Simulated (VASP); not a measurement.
# Si7O16 (a cell with a defect) in VASP: further runs

Runs on Si7O16 (a cell with a defect). Level: PBE+D3(BJ). Tasks: single point.

All numbers are computed with VASP 6.6.1; they aren't measurements. Logs are shortened: lines on timing, memory, paths and dates and some standing lists are left out, and cuts for length are marked.

## (1) The cell of the first run

The cell holds a defect, 23 atoms: a = 5.910 Å, b = 5.910 Å, c = 5.330 Å, α = 90.00°, β = 90.00°, γ = 90.00°.

## (2) Single point, PBE+D3(BJ)

File INCAR:

```
SYSTEM = Si7O16
ALGO = Normal
EDIFF = 1E-7
ENCUT = 520
GGA = PE
ISIF = 2
ISMEAR = 0
IVDW = 12
LASPH = .TRUE.
LCHARG = .FALSE.
LREAL = Auto
LWAVE = .FALSE.
NBANDS = 79
NELM = 100
PREC = Accurate
SIGMA = 0.02
```

File KPOINTS:

```
k-points
0
G
  2 2 3
  0 0 0
```

File POSCAR:

```
Si7O16
1.0
   -4.1790000000     -4.1790000000      0.0000000000
    4.1790000000     -4.1790000000      0.0000000000
    0.0000000000      0.0000000000      5.3298000000
Si O
7 16
Direct
    0.5000000000      0.5000000000     -0.0017831814
    0.5000000000      0.5000000000      0.5017831814
    0.0000000000      0.5000000000      1.2500000000
    0.0000000000      0.0000000000      0.0001985065
    0.5000000000      0.0000000000      0.2500000000
    0.0000000000      0.0000000000      0.4998014935
    0.5000000000      0.0000000000      0.7500000000
    0.2064974874      0.5000000000      0.0163758490
    0.0000000000      0.1936884422      0.2500000000
    0.7935025126      0.5000000000      0.0163758490
    0.0000000000      0.8063115578      0.2500000000
    0.2064974874      0.5000000000      0.4836241510
    0.0000000000      0.1849418521      0.7500000000
    0.7935025126      0.5000000000      0.4836241510
    0.0000000000      0.8150581479      0.7500000000
    0.6936068437      0.0000000000      0.0013835416
    0.5000000000      0.6990301508      0.2500000000
    0.3063931563      0.0000000000      0.0013835416
    0.5000000000      0.3009698492      0.2500000000
    0.6936068437      0.0000000000      0.4986164584
    0.5000000000      0.6959325197      0.7500000000
    0.3063931563      0.0000000000      0.4986164584
    0.5000000000      0.3040674803      0.7500000000
```

Potentials or basis: VASP PAW PBE potentials, release 64 (Si, O).

Run with:

```console
$ cat potpaw_PBE.64/Si/POTCAR potpaw_PBE.64/O/POTCAR > POTCAR
$ mpirun -np 1 vasp_std > vasp.out
```

OUTCAR:

```text
SYSTEM = Si7O16
   EDIFF = 1E-7
   ENCUT = 520
   GGA = PE
   ISIF = 2
   ISMEAR = 0
   IVDW = 12
   LASPH = .TRUE.
   LREAL = Auto
   NELM = 100
   PREC = Accurate
 IVDW          = 12

 ion  position               nearest neighbor table
   1  0.500  0.500  0.998-   8 1.74  10 1.74  21 1.76  23 1.76  17 1.78  19 1.78   2 2.65   2 2.68

   2  0.500  0.500  0.502-  12 1.74  14 1.74  21 1.76  23 1.76  17 1.78  19 1.78   1 2.65   1 2.68

   3  0.000  0.500  0.250-   8 1.74  10 1.74  12 1.74  14 1.74   9 1.81  11 1.81
   4  0.000  0.000  0.000-  13 1.72  15 1.72   9 1.76  11 1.76  16 1.81  18 1.81   6 2.66   6 2.67

   5  0.500  0.000  0.250-  16 1.75  18 1.75  20 1.75  22 1.75  17 1.78  19 1.78   7 2.66   7 2.66

   6  0.000  0.000  0.500-  13 1.72  15 1.72   9 1.76  11 1.76  20 1.81  22 1.81   4 2.66   4 2.67

   7  0.500  0.000  0.750-  16 1.76  18 1.76  20 1.76  22 1.76  21 1.80  23 1.80   5 2.66   5 2.66

   8  0.206  0.500  0.016-   1 1.74   3 1.74
   9  0.000  0.194  0.250-   4 1.76   6 1.76   3 1.81
  10  0.794  0.500  0.016-   1 1.74   3 1.74
  11  0.000  0.806  0.250-   4 1.76   6 1.76   3 1.81
  12  0.206  0.500  0.484-   2 1.74   3 1.74
  13  0.000  0.185  0.750-   4 1.72   6 1.72
  14  0.794  0.500  0.484-   2 1.74   3 1.74
  15  0.000  0.815  0.750-   4 1.72   6 1.72
  16  0.694  0.000  0.001-   5 1.75   7 1.76   4 1.81
  17  0.500  0.699  0.250-   5 1.78   2 1.78   1 1.78
  18  0.306  0.000  0.001-   5 1.75   7 1.76   4 1.81
  19  0.500  0.301  0.250-   5 1.78   2 1.78   1 1.78
  20  0.694  0.000  0.499-   5 1.75   7 1.76   6 1.81
  21  0.500  0.696  0.750-   1 1.76   2 1.76   7 1.80
  22  0.306  0.000  0.499-   5 1.75   7 1.76   6 1.81
  23  0.500  0.304  0.750-   1 1.76   2 1.76   7 1.80

  LATTYP: Found a simple tetragonal cell.
 ALAT       =     5.9099984772
 C/A-ratio  =     0.9018276435

  Lattice vectors:

 A1 = (  -4.1790000000,  -4.1790000000,   0.0000000000)
 A2 = (   4.1790000000,  -4.1790000000,   0.0000000000)
 A3 = (   0.0000000000,   0.0000000000,   5.3298000000)

Analysis of symmetry for initial positions (statically):
=====================================================================
 Subroutine PRICEL returns:
 Original cell was already a primitive cell.

 Routine SETGRP: Setting up the symmetry group for a
 simple tetragonal supercell.

 Subroutine GETGRP returns: Found  8 space group operations
 (whereof  4 operations were pure point group operations)
 out of a pool of 16 trial point group operations.

The static configuration has the point symmetry C_2v.
 The point group associated with its full space group is D_2h.

Analysis of symmetry for dynamics (positions and initial velocities):
=====================================================================
 Subroutine PRICEL returns:
 Original cell was already a primitive cell.

 Routine SETGRP: Setting up the symmetry group for a
 simple tetragonal supercell.

 Subroutine GETGRP returns: Found  8 space group operations
 (whereof  4 operations were pure point group operations)
 out of a pool of 16 trial point group operations.

The dynamic configuration has the point symmetry C_2v.
 The point group associated with its full space group is D_2h.

 Subroutine INISYM returns: Found  8 space group operations
 (whereof  4 operations are pure point group operations),
 and found     1 'primitive' translations

----------------------------------------------------------------------------------------

                                     Primitive cell

  volume of cell :     186.1597

  direct lattice vectors                    reciprocal lattice vectors
    -4.179000000 -4.179000000  0.000000000    -0.119645848 -0.119645848  0.000000000
     4.179000000 -4.179000000  0.000000000     0.119645848 -0.119645848  0.000000000
     0.000000000  0.000000000  5.329800000     0.000000000  0.000000000  0.187624301

  length of vectors
     5.909998477  5.909998477  5.329800000     0.169204781  0.169204781  0.187624301

  position of ions in fractional coordinates (direct lattice)
     0.500000000  0.500000000  0.998216819
     0.500000000  0.500000000  0.501783181
     0.000000000  0.500000000  0.250000000
     0.000000000  0.000000000  0.000198506
     0.500000000  0.000000000  0.250000000
     0.000000000  0.000000000  0.499801494
[... 15 lines left out ...]
     0.306393156  0.000000000  0.498616458
     0.500000000  0.304067480  0.750000000

  ion indices of the primitive-cell ions
   primitive index   ion index
                 1           1
                 2           2
                 3           3
                 4           4
                 5           5
                 6           6
[... 15 lines left out ...]
                22          22
                23          23

----------------------------------------------------------------------------------------

 KPOINTS: k-points

Automatic generation of k-mesh.
 Grid dimensions read from file:
 generate k-points for:    2    2    3

 Generating k-lattice:

  Cartesian coordinates                     Fractional coordinates (reciprocal lattice)
    -0.059822924 -0.059822924  0.000000000     0.500000000  0.000000000  0.000000000
     0.059822924 -0.059822924  0.000000000     0.000000000  0.500000000  0.000000000
     0.000000000  0.000000000  0.062541434     0.000000000  0.000000000  0.333333333

  Length of vectors
     0.084602391  0.084602391  0.062541434

  Shift w.r.t. Gamma in fractional coordinates (k-lattice)
     0.000000000  0.000000000  0.000000000

 Subroutine IBZKPT returns following result:
 ===========================================

 Found      8 irreducible k-points:

 Following reciprocal coordinates:
            Coordinates               Weight
  0.000000  0.000000  0.000000      1.000000
  0.500000  0.000000  0.000000      1.000000
  0.000000  0.500000  0.000000      1.000000
  0.500000  0.500000  0.000000      1.000000
  0.000000  0.000000  0.333333      2.000000
  0.500000  0.000000  0.333333      2.000000
  0.000000  0.500000  0.333333      2.000000
  0.500000  0.500000  0.333333      2.000000
   k-points           NKPTS =      8   k-points in BZ     NKDIM =      8   number of bands    NBANDS=     79
   number of dos      NEDOS =    301   number of ions     NIONS =     23
   total plane-waves  NPLWV =  92160
   dimension x,y,z NGX =    48 NGY =   48 NGZ =   40
   dimension x,y,z NGXF=    96 NGYF=   96 NGZF=   80
   ions per type =               7  16
   NGX,Y,Z   is equivalent  to a cutoff of  13.50, 13.50, 12.48 a.u.
   NGXF,Y,Z  is equivalent  to a cutoff of  27.00, 27.00, 24.95 a.u.
 SYSTEM =  Si7O16
   PREC   = accura    normal or accurate (medium, high low for compatibility)
   ISTART =      0    job   : 0-new  1-cont  2-samecut
   ICHARG =      2    charge: 1-file 2-atom 10-const
   ISPIN  =      1    spin polarized calculation?
   LNONCOLLINEAR =      F non collinear calculations
   LSORBIT =      F    spin-orbit coupling
   LASPH  =      T    aspherical Exc in radial PAW
   ENCUT  =  520.0 eV  38.22 Ry    6.18 a.u.  10.99 10.99  9.91*2*pi/ulx,y,z
   NELM   =    100;   NELMIN=  2; NELMDL= -5     # of ELM steps
   EDIFF  = 0.1E-06   stopping-criterion for ELM
   LREAL  =      T    real-space projection
   EDIFFG = 0.1E-05   stopping-criterion for IOM
   NSW    =      0    number of steps for IOM
   IBRION =     -1    ionic relax: 0-MD 1-quasi-New 2-CG
   NFREE  =      0    steps in history (QN), initial steepest desc. (CG)
   ISIF   =      2    stress and relaxation
   ISYM   =      2    0-nonsym 1-usesym 2-fastsym
   POTIM  = 0.5000    time-step for ionic-motion
   TEBEG  =    0.0;   TEEND  =   0.0 temperature during run
   PSTRESS=    0.0 pullay stress
   NELECT =     124.0000    total number of electrons
   NUPDOWN=      -1.0000    fix difference up-down
   EMIN   =  10.00;   EMAX   =-10.00  energy-range for DOS
   EFERMI =   0.00;   METHOD = LEGACY
   ISMEAR =     0;   SIGMA  =   0.02  broadening in eV -4-tet -1-fermi 0-gaus
   EFERMI_NEDOS =   21; number of points for ismear=-14 and -15
   IALGO  =     38    algorithm
   IMIX   =      4    mixing-type and parameters
     AMIX     =   0.40;   BMIX     =  1.00
     AMIX_MAG =   1.60;   BMIX_MAG =  1.00
  volume/ion in A,a.u.               =       8.09        54.62
  Fermi-wavevector in a.u.,A,eV,Ry     =   1.429728  2.701795 27.811981  2.044123
  Thomas-Fermi vector in A             =   2.549650
   LORBIT       =      0    0 simple, 1 ext, 2 COOP (PROOUT), +10 PAW based schemes
   GGA     = PE    functional components
   LHFCALC =     F    Hartree Fock is set to
   AEXX    =    0.0000 exact exchange contribution
   IVDW    =    12    specifies the selected vdW correction
   LEPSILON=     F    determine dielectric tensor
   LRPA    =     F    only Hartree local field effects (RPA)
 non-spin polarized calculation
 Gauss-broadening in eV      SIGMA  =   0.02
  energy-cutoff  :      520.00
  volume of cell :      186.16
 maximum number of plane-waves:      5031
 NGX is ok and might be reduce to    48
   NGX = 21   NGY = 21   NGZ = 19

 number of electron     123.9999929 magnetization

 Free energy of the ion-electron system (eV)
  ---------------------------------------------------
  ext. energy  EPLUGINS =         0.00000000
  ---------------------------------------------------
  free energy    TOTEN  =      -165.64546648 eV

  energy without entropy =     -165.63941113  energy(sigma->0) =     -165.64243881

 E-fermi :   6.3309     XC(G=0): -11.9581

 val. band max:        6.3293861617   @ k =   0.5000   0.5000   0.0000
 cond. band min:       6.3691948207   @ k =   0.0000   0.0000   0.0000
 fundamental gap:      0.0398086590
 Fermi energy:         6.3308913151

 k-point     1 :       0.0000    0.0000    0.0000
  band No.  band energies     occupation
      1     -15.6148      2.00000
      2     -14.0169      2.00000
      3     -13.4008      2.00000
      4     -13.1154      2.00000
      5     -12.9679      2.00000
      6     -12.6148      2.00000
[... 66 lines left out ...]
     73      16.6261      0.00000
     74      17.2245      0.00000

 k-point     2 :       0.5000    0.0000    0.0000
  band No.  band energies     occupation
      1     -15.2692      2.00000
      2     -14.6233      2.00000
      3     -13.4097      2.00000
      4     -13.0190      2.00000
      5     -12.9855      2.00000
      6     -12.8215      2.00000
[... 66 lines left out ...]
     73      16.4661      0.00000
     74      16.7672      0.00000

 k-point     3 :       0.0000    0.5000    0.0000
  band No.  band energies     occupation
      1     -15.2538      2.00000
      2     -14.6387      2.00000
      3     -13.4401      2.00000
      4     -13.0998      2.00000
      5     -12.9121      2.00000
      6     -12.6508      2.00000
[... 374 lines left out ...]
     73      17.2883      0.00000
     74      17.6447      0.00000

 k-point     8 :       0.5000    0.5000    0.3333
  band No.  band energies     occupation
      1     -14.4561      2.00000
      2     -14.2090      2.00000
      3     -14.1681      2.00000
      4     -13.6368      2.00000
      5     -13.3921      2.00000
      6     -13.2989      2.00000
[... 66 lines left out ...]
     73      17.1387      0.00000
     74      17.3984      0.00000
 [bands above 74 left out]

------------------------ aborting loop because EDIFF is reached ----------------------------------------

 Edisp (eV)   -4.91673

 E8    (eV) :    -1.6603

  FORCE on cell =-STRESS in cart. coord.  units (eV):
  Direction    XX          YY          ZZ          XY          YZ          ZX
  --------------------------------------------------------------------------------------
  -------------------------------------------------------------------------------------
  Total       7.61591     7.61591    11.28227    -0.82089     0.00000     0.00000
  in kB      65.54608    65.54608    97.10053    -7.06494     0.00000     0.00000
  external pressure =       76.06 kB  Pullay stress =        0.00 kB

 VOLUME and BASIS-vectors are now :
 -----------------------------------------------------------------------------
  energy-cutoff  :      520.00
  volume of cell :      186.16
      direct lattice vectors                 reciprocal lattice vectors
    -4.179000000 -4.179000000  0.000000000    -0.119645848 -0.119645848  0.000000000
     4.179000000 -4.179000000  0.000000000     0.119645848 -0.119645848  0.000000000
     0.000000000  0.000000000  5.329800000     0.000000000  0.000000000  0.187624301

 POSITION                                       TOTAL-FORCE (eV/Angst)
 -----------------------------------------------------------------------------------
      0.00000     -4.17900      5.32030        -0.000000      0.000000     -0.023725
      0.00000     -4.17900      2.67440        -0.000000      0.000000      0.023725
      2.08950     -2.08950      1.33245        -0.000000      0.000000      0.000000
      0.00000      0.00000      0.00106        -0.000000      0.000000      0.046441
     -2.08950     -2.08950      1.33245        -0.000000      0.000000      0.000000
      0.00000      0.00000      2.66384        -0.000000      0.000000     -0.046441
[... 15 lines left out ...]
     -1.28042     -1.28042      2.65753         0.012201      0.012201     -0.001429
     -0.81880     -3.36020      3.99735        -0.003977      0.003977      0.000000
 -----------------------------------------------------------------------------------
    total drift:                                0.000000     -0.000000      0.000000

  FREE ENERGIE OF THE ION-ELECTRON SYSTEM (eV)
  ---------------------------------------------------
  free  energy   TOTEN  =      -170.5621955459 eV

  energy  without entropy=     -170.5561401985  energy(sigma->0) =     -170.55916787
```

Wall time 3.2 min (1 thread of Intel Xeon 6975P-C (Granite Rapids), shared host); peak memory 0.32 GiB.

Results:

```yaml
Free_energy: -170.5622 eV
Pressure: 7.6 GPa
Largest_force: 0.061 eV/Å
Band_gap_on_the_k_mesh: zero (band 62 reaches 6.43 eV, above the bottom of band 63 at 6.30 eV)
Dispersion_energy_per_atom: -0.214 eV
```

Forces on the atoms (eV/Å):
```
Si   0.000  0.000 -0.024
Si   0.000  0.000  0.024
Si   0.000  0.000  0.000
Si   0.000  0.000  0.046
Si   0.000  0.000  0.000
Si   0.000  0.000 -0.046
Si   0.000  0.000  0.000
O    0.010  0.010  0.007
O    0.022 -0.022  0.000
O   -0.010 -0.010  0.007
O   -0.022  0.022  0.000
O    0.010  0.010 -0.007
O    0.043 -0.043  0.000
O   -0.010 -0.010 -0.007
O   -0.043  0.043  0.000
O   -0.012 -0.012  0.001
O    0.006 -0.006  0.000
O    0.012  0.012  0.001
O   -0.006  0.006  0.000
O   -0.012 -0.012 -0.001
O    0.004 -0.004  0.000
O    0.012  0.012 -0.001
O   -0.004  0.004  0.000
```

Caveat: the k points lie up to 0.53 Å⁻¹ apart.

## (3) Single point, PBE+D3(BJ)

File INCAR:

```
ALGO = Normal ; EDIFF = 1E-6
ENCUT = 520 ; GGA = PE
ISIF = 2 ; ISMEAR = 0
IVDW = 12 ; LASPH = T
LCHARG = F ; LREAL = Auto
LWAVE = F ; NBANDS = 79
NELM = 80 ; PREC = Accurate
SIGMA = 0.02
```

File KPOINTS:

```
k-points
0
Gamma
  2 2 3
```

File POSCAR:

```
Si7O16
1.0
   -4.1790000000     -4.1790000000      0.0000000000
    4.1790000000     -4.1790000000      0.0000000000
    0.0000000000      0.0000000000      5.3298000000
Si O
7 16
Direct
    0.5006825807      0.4994233499      0.0012819051
    0.5010167070      0.4994207937      0.4977450043
    0.0007541251      0.4994645536      0.7495401049
    0.0008413057     -0.0005407623     -0.0006583278
    0.5008126155     -0.0005727676      0.2495797280
    0.0007890956     -0.0005485542      0.4996927069
    0.5007875310     -0.0005322123      0.7495393427
    0.2071270119      0.4994736934     -0.0169628964
    0.0008147956      0.1845173501      0.2495125587
    0.7942534453      0.4994713414     -0.0171984101
    0.0008266456      0.8143787275      0.2495050582
    0.2073653213      0.4994715194      0.5162891357
    0.0007692654      0.1931568358      0.7495213533
    0.7945469448      0.4994739406      0.5159135519
    0.0007895232      0.8057569058      0.7495227344
    0.6943964959     -0.0005527905     -0.0018280384
    0.5008252406      0.6952826050      0.2495302760
    0.3072386055     -0.0005623826     -0.0017980691
    0.5008000693      0.3035822525      0.2495285444
    0.6943990730     -0.0005495256      0.5009206431
    0.5008161424      0.6984982398      0.7495050855
    0.3071849756     -0.0005746452      0.5009272077
    0.5007973839      0.3003662317      0.7495053009
```

Potentials or basis: VASP PAW PBE potentials, release 64 (Si, O).

Run with:

```console
$ cat potpaw_PBE.64/Si/POTCAR potpaw_PBE.64/O/POTCAR > POTCAR
$ mpirun -np 1 vasp_std > vasp.out
```

It took 3.9 min on 1 thread of Intel Xeon Platinum 8259CL at 2.50GHz (Skylake/Cascade Lake), shared host; peak memory 0.31 GiB.

Results (log left out):

```
Free energy                : -170.5623 eV
Pressure                   : 7.6 GPa
Largest force              : 0.049 eV/Å
Band gap on the k mesh     : zero (band 62 reaches 6.43 eV, above the bottom of band 63 at 6.31 eV)
Dispersion energy per atom : -0.214 eV
```

Forces in eV/Å, atoms in the order of the input:
```
Si   0.006  0.003  0.026
Si   0.012  0.008 -0.022
Si  -0.011 -0.011 -0.006
Si   0.001  0.004 -0.048
Si  -0.002  0.000 -0.008
Si  -0.001  0.001  0.045
Si  -0.005  0.001  0.002
O    0.001  0.002  0.010
O    0.035 -0.034  0.002
O   -0.005 -0.002  0.012
O   -0.034  0.036  0.001
O    0.000 -0.001 -0.007
O    0.015 -0.016  0.000
O   -0.002  0.001 -0.005
O   -0.013  0.012  0.000
O   -0.018 -0.017 -0.002
O    0.012 -0.013  0.001
O    0.022  0.020 -0.005
O   -0.016  0.013  0.000
O   -0.015 -0.015  0.000
O    0.002 -0.005  0.001
O    0.019  0.014  0.003
O   -0.002 -0.002  0.000
```

Stress tensor (GPa, compression positive):
```
 6.55 -0.71  0.00
-0.71  6.55  0.00
 0.00  0.00  9.76
```

Levels at points of the mesh, in eV from the Fermi level:
```tsv
k point	band 58	band 59	band 60	band 61	band 62	band 63	band 64	band 65	band 66	band 67
(0.00, 0.00, 0.00)	-0.64	-0.57	-0.03	-0.01	0.04	0.20	0.69	6.53	7.56	8.13
(0.50, 0.00, 0.00)	-0.54	-0.52	-0.51	-0.38	-0.17	0.31	0.33	7.32	8.36	8.65
(0.00, 0.50, 0.00)	-0.70	-0.37	-0.24	-0.03	-0.02	-0.01	0.09	7.54	7.84	8.15
(0.50, 0.50, 0.00)	-0.44	-0.34	-0.32	-0.18	0.00	0.11	0.35	8.25	8.54	8.74
```

Caveat: the k points lie up to 0.53 Å⁻¹ apart.

[end of part 1 of 2]
